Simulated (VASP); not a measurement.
Crystal: Hg.

```xyz
1
Lattice="-1.7934 1.7934 1.7934 1.7934 -1.7934 1.7934 1.7934 1.7934 -1.7934" Properties=species:S:1:pos:R:3 pbc="T T T"
Hg    0.0000    0.0000    0.0000
```

* Program: VASP 6.6.1
* Task: relaxation of cell and atoms
* Functional: r2SCAN
* Potentials or basis: VASP PAW PBE potentials, release 64 (Hg_sv_GW)
* Cutoff: 600 eV
* k mesh: 12 × 12 × 12
* Occupations: fermi-dirac, width 0.1 eV
* Spin: no spin polarisation

At the start: pressure 4.9 GPa; volume 23.07 Å³/atom.

Q: Where does the relaxation end?

A: Over 4 steps the energy falls by 40.7 meV/atom and the volume is 26.16 Å³/atom (+13.4 %); space group Im-3m (No. 229, to 0.1 Å) before and after.

Step by step:
```tsv
step	energy change (eV)	largest force (eV/Å)	pressure (GPa)	volume (Å³)
1	0.0000	0.0000	4.94	23.07
2	-0.0394	0.0000	0.68	25.53
3	-0.0407	0.0000	-0.07	26.23
4	-0.0407	0.0000	0.00	26.16
```

Final structure:
```
Hg
1.0
    -1.87002    1.87002    1.87002
     1.87002   -1.87002    1.87002
     1.87002    1.87002   -1.87002
Hg
1
Direct
  0.00000 0.00000 0.00000
```

Caveat: the PAW data sets were made with another functional, which shifts forces and pressure a little.
